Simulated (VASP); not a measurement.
Crystal: Pt.

```xyz
2
Lattice="2.7083 0.0000 0.0000 -1.3541 2.3455 0.0000 0.0000 0.0000 4.6765" Properties=species:S:1:pos:R:3 pbc="T T T"
Pt    1.3541    0.7818    3.5074
Pt    0.0000    1.5636    1.1691
```

Base run:

- Program: VASP 6.6.1
- Functional: LDA
- Potentials or basis: VASP PAW LDA potentials, release 64 (Pt)
- Cutoff: 520 eV
- k mesh: 21 × 21 × 10
- Occupations: gaussian, width 0.15 eV
- Spin: collinear spin, ferromagnetic start
- Starting moments: [0.45, 0.45] μB
- Fixed moment: 0.9 μB

Its results: pressure 2.0 GPa; site moments Pt +0.44 μB.

Problem. The run is repeated on the same cell with these changes: fixed moment from 0.9 μB to 0.5 μB; moments at the start from [0.45, 0.45] to [0.25, 0.25]. What comes out?

Solution. Pressure 1.2 GPa; site moments Pt +0.24 μB.

Caveats: the total moment is fixed, so each spin has its own Fermi level.
